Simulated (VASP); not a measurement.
# AlGeIr3 (P6/mmm) in VASP: notebook

Runs on AlGeIr3. Level: PBE. Tasks: single point, relaxation of cell and atoms.

Everything below comes from runs of VASP 6.6.1. Logs are shortened: lines on timing, memory, paths and dates and some standing lists are left out, and cuts for length are marked.

**1. The cell of the first run**

Symmetry: P6/mmm, No. 191, hexagonal system. Conventional cell: a = 4.507 Å, b = 4.507 Å, c = 4.423 Å, α = 90.00°, β = 90.00°, γ = 120.00°. Within 2.9 Å of Al (site symmetry 6/mmm) lie 2 Ge at 2.21 Å. Within 2.9 Å of Ge (site symmetry 6/mmm) lie 2 Al at 2.21 Å and 6 Ir at 2.25 Å. Within 3.0 Å of Ir (site symmetry mmm) lie 4 Ir at 2.25 Å and 2 Ge at 2.25 Å.

The cell was generated, and may not be a known phase.

**2. Single point, PBE**

INCAR reads:

```
SYSTEM = AlGeIr3
PREC     = Accurate       ! precision mode
ENCUT    = 520            ! plane-wave cutoff, eV
EDIFF    = 1E-7           ! SCF threshold, eV
ISMEAR   = 0              ! smearing method
SIGMA    = 0.1            ! smearing width, eV
LREAL    = .False.        ! projectors in reciprocal space
LASPH    = .True.         ! aspherical terms in the spheres
NELM     = 80             ! most SCF steps
ALGO     = Fast           ! electronic algorithm
ISIF     = 2              ! what is computed and relaxed
LWAVE    = .False.        ! write WAVECAR
LCHARG   = .False.        ! write CHGCAR
GGA      = PE             ! functional
NBANDS   = 30             ! bands
```

KPOINTS reads:

```
regular mesh
0
Gamma
  6 6 4
  0 0 0
```

POSCAR reads:

```
AlGeIr3
1.0
    4.5071003400      0.0000000000      0.0000000000
   -2.2535501700      3.9032633900      0.0000000000
    0.0000000000      0.0000000000      4.4234382300
Al Ge Ir
1 1 3
Direct
    0.0000000000      0.0000000000      0.0000000000
    0.0000000000      0.0000000000      0.5000000000
    0.5000000000      0.0000000000      0.5000000000
    0.0000000000      0.5000000000      0.5000000000
    0.5000000000      0.5000000000      0.5000000000
```

Potentials or basis: VASP PAW PBE potentials, release 64 (Al, Ge_d, Ir).

The run is started by

```bash
> cat potpaw_PBE.64/Al/POTCAR potpaw_PBE.64/Ge_d/POTCAR potpaw_PBE.64/Ir/POTCAR > POTCAR
> mpirun -np 1 vasp_std > vasp.out
```

OUTCAR:

```text
SYSTEM = AlGeIr3
   PREC = Accurate
   ENCUT = 520
   EDIFF = 1E-7
   ISMEAR = 0
   LREAL = .False.
   LASPH = .True.
   NELM = 80
   ISIF = 2
   GGA = PE

 ion  position               nearest neighbor table
   1  0.000  0.000  0.000-   2 2.21   2 2.21   5 3.16   4 3.16   4 3.16   5 3.16   4 3.16   4 3.16
                             5 3.16   5 3.16   3 3.16   3 3.16   3 3.16   3 3.16
   2  0.000  0.000  0.500-   1 2.21   1 2.21   5 2.25   4 2.25   4 2.25   5 2.25   3 2.25   3 2.25

   3  0.500  0.000  0.500-   4 2.25   5 2.25   5 2.25   4 2.25   2 2.25   2 2.25   1 3.16   1 3.16
                             1 3.16   1 3.16
   4  0.000  0.500  0.500-   2 2.25   3 2.25   2 2.25   3 2.25   5 2.25   5 2.25   1 3.16   1 3.16
                             1 3.16   1 3.16
   5  0.500  0.500  0.500-   2 2.25   3 2.25   3 2.25   2 2.25   4 2.25   4 2.25   1 3.16   1 3.16
                             1 3.16   1 3.16

  LATTYP: Found a hexagonal cell.
 ALAT       =     4.5071003400
 C/A-ratio  =     0.9814377086

  Lattice vectors:

 A1 = (   4.5071003400,   0.0000000000,   0.0000000000)
 A2 = (  -2.2535501700,   3.9032633900,   0.0000000000)
 A3 = (   0.0000000000,   0.0000000000,   4.4234382300)

Analysis of symmetry for initial positions (statically):
=====================================================================
 Subroutine PRICEL returns:
 Original cell was already a primitive cell.

 Routine SETGRP: Setting up the symmetry group for a
 hexagonal supercell.

 Subroutine GETGRP returns: Found 24 space group operations
 (whereof 24 operations were pure point group operations)
 out of a pool of 24 trial point group operations.

The static configuration has the point symmetry D_6h.

Analysis of symmetry for dynamics (positions and initial velocities):
=====================================================================
 Subroutine PRICEL returns:
 Original cell was already a primitive cell.

 Routine SETGRP: Setting up the symmetry group for a
 hexagonal supercell.

 Subroutine GETGRP returns: Found 24 space group operations
 (whereof 24 operations were pure point group operations)
 out of a pool of 24 trial point group operations.

The dynamic configuration has the point symmetry D_6h.

 Subroutine INISYM returns: Found 24 space group operations
 (whereof 24 operations are pure point group operations),
 and found     1 'primitive' translations

----------------------------------------------------------------------------------------

                                     Primitive cell

  volume of cell :      77.8189

  direct lattice vectors                    reciprocal lattice vectors
[... 94 lines left out ...]
   NFREE  =      0    steps in history (QN), initial steepest desc. (CG)
   ISIF   =      2    stress and relaxation
   ISYM   =      2    0-nonsym 1-usesym 2-fastsym
   POTIM  = 0.5000    time-step for ionic-motion
   TEBEG  =    0.0;   TEEND  =   0.0 temperature during run
   PSTRESS=    0.0 pullay stress
   NELECT =      44.0000    total number of electrons
   NUPDOWN=      -1.0000    fix difference up-down
   EMIN   =  10.00;   EMAX   =-10.00  energy-range for DOS
   EFERMI =   0.00;   METHOD = LEGACY
   ISMEAR =     0;   SIGMA  =   0.10  broadening in eV -4-tet -1-fermi 0-gaus
   EFERMI_NEDOS =   21; number of points for ismear=-14 and -15
   IALGO  =     68    algorithm
   IMIX   =      4    mixing-type and parameters
     AMIX     =   0.40;   BMIX     =  1.00
     AMIX_MAG =   1.60;   BMIX_MAG =  1.00
  volume/ion in A,a.u.               =      15.56       105.03
  Fermi-wavevector in a.u.,A,eV,Ry     =   1.353726  2.558171 24.933677  1.832574
  Thomas-Fermi vector in A             =   2.480957
   LORBIT       =      0    0 simple, 1 ext, 2 COOP (PROOUT), +10 PAW based schemes
   GGA     = PE    functional components
   LHFCALC =     F    Hartree Fock is set to
   AEXX    =    0.0000 exact exchange contribution
   IVDW    =     0    specifies the selected vdW correction
   LEPSILON=     F    determine dielectric tensor
   LRPA    =     F    only Hartree local field effects (RPA)
 non-spin polarized calculation
 RMM-DIIS sequential band-by-band and
 Gauss-broadening in eV      SIGMA  =   0.10
  energy-cutoff  :      520.00
  volume of cell :       77.82
 maximum number of plane-waves:      2111
 NGX is ok and might be reduce to    36
   NGX = 17   NGY = 17   NGZ = 17

 number of electron      44.0000014 magnetization

 Free energy of the ion-electron system (eV)
  ---------------------------------------------------
  ext. energy  EPLUGINS =         0.00000000
  ---------------------------------------------------
  free energy    TOTEN  =       -20.05007746 eV

  energy without entropy =      -20.01031105  energy(sigma->0) =      -20.03019426

 E-fermi :   9.0988     XC(G=0): -11.9727

 val. band max:        9.0823171685   @ k =   0.3333  -0.0000   0.2500
 cond. band min:       9.1044553619   @ k =   0.1667   0.1667   0.2500
 fundamental gap:      0.0221381934
 Fermi energy:         9.0987726431

 k-point     1 :       0.0000    0.0000    0.0000
  band No.  band energies     occupation
      1     -16.8727      2.00000
      2     -16.8186      2.00000
      3     -16.8186      2.00000
      4     -16.6975      2.00000
      5     -16.6975      2.00000
      6      -6.0113      2.00000
[... 682 lines left out ...]
     29      16.9843      0.00000
     30      16.9971      0.00000

------------------------ aborting loop because EDIFF is reached ----------------------------------------

  FORCE on cell =-STRESS in cart. coord.  units (eV):
  Direction    XX          YY          ZZ          XY          YZ          ZX
  --------------------------------------------------------------------------------------
  -------------------------------------------------------------------------------------
  Total       80.4719470     80.4719469     13.6822120      0.0000000      0.0000000     -0.0000000
  in kB     1656.7998229   1656.7998214    281.6967568      0.0000000      0.0000000     -0.0000000
  external PRESSURE =    1198.4321337 kB  Pullay stress =       0.0000000 kB

 VOLUME and BASIS-vectors are now :
 -----------------------------------------------------------------------------
  energy-cutoff  :      520.00
  volume of cell :       77.82
      direct lattice vectors                 reciprocal lattice vectors
     4.507100340  0.000000000  0.000000000     0.221872141  0.128097940  0.000000000
    -2.253550170  3.903263390  0.000000000     0.000000000  0.256195880  0.000000000
     0.000000000  0.000000000  4.423438230     0.000000000  0.000000000  0.226068490

 POSITION                                       TOTAL-FORCE (eV/Angst)
 -----------------------------------------------------------------------------------
      0.00000      0.00000      0.00000         0.000000      0.000000      0.000000
      0.00000      0.00000      2.21172        -0.000000      0.000000      0.000000
      2.25355      0.00000      2.21172         0.000000      0.000000      0.000000
     -1.12678      1.95163      2.21172         0.000000      0.000000      0.000000
      1.12678      1.95163      2.21172         0.000000      0.000000      0.000000
 -----------------------------------------------------------------------------------
    total drift:                               -0.000000     -0.000000      0.000000

  FREE ENERGIE OF THE ION-ELECTRON SYSTEM (eV)
  ---------------------------------------------------
  free  energy   TOTEN  =       -20.0500774630 eV

  energy  without entropy=      -20.0103110510  energy(sigma->0) =      -20.03019426
```

OSZICAR:

```text
N       E                     dE             d eps       ncg     rms          rms(c)
DAV:   1     0.509555706906E+03    0.50956E+03   -0.19562E+04  1522   0.273E+03
DAV:   2     0.403768078002E+02   -0.46918E+03   -0.44598E+03  1260   0.780E+02
DAV:   3    -0.185169788886E+02   -0.58894E+02   -0.56429E+02  1446   0.182E+02
DAV:   4    -0.216459050141E+02   -0.31289E+01   -0.31188E+01  1462   0.476E+01
DAV:   5    -0.217239845791E+02   -0.78080E-01   -0.78062E-01  1480   0.714E+00    0.532E+01
RMM:   6    -0.204647083323E+02    0.12593E+01   -0.12931E+00  1687   0.915E+00    0.288E+01
RMM:   7    -0.201053575581E+02    0.35935E+00   -0.71153E-01  1736   0.641E+00    0.554E+00
RMM:   8    -0.200535060213E+02    0.51852E-01   -0.23685E-01  1800   0.382E+00    0.768E-01
RMM:   9    -0.200493302263E+02    0.41758E-02   -0.57041E-02  1784   0.163E+00    0.634E-01
RMM:  10    -0.200501923201E+02   -0.86209E-03   -0.13173E-02  1931   0.683E-01    0.297E-01
RMM:  11    -0.200500522676E+02    0.14005E-03   -0.27723E-03  1726   0.494E-01    0.264E-01
RMM:  12    -0.200500779794E+02   -0.25712E-04   -0.87834E-04  2009   0.197E-01    0.364E-02
RMM:  13    -0.200500814291E+02   -0.34497E-05   -0.12698E-04  1952   0.726E-02    0.408E-02
RMM:  14    -0.200500763296E+02    0.50995E-05   -0.21508E-05  1834   0.398E-02    0.123E-02
RMM:  15    -0.200500773704E+02   -0.10408E-05   -0.90632E-06  2154   0.192E-02    0.691E-03
RMM:  16    -0.200500774630E+02   -0.92655E-07   -0.75310E-07  1621   0.520E-03
   1 F= -.20050077E+02 E0= -.20030194E+02  d E =-.397664E-01
```

It took 66 s on 1 thread of AMD EPYC 7R13 (Zen 3), shared host; peak memory 0.2 GiB.

What came out:

```
Free energy            : -20.0501 eV
Pressure               : 119.8 GPa
Band gap on the k mesh : zero (bands 22 and 23 overlap by 1.66 eV)
```

Stress tensor (GPa, compression positive):
```
165.68   0.00   0.00
  0.00 165.68   0.00
  0.00   0.00  28.17
```

Caveat: the stress differs along the axes, from 28 to 166 GPa; spin-orbit coupling is left out, which moves the levels of the heavy elements.

[end of part 1 of 3]

The gap in the log of VASP goes by the Fermi energy; the results here count the filled bands.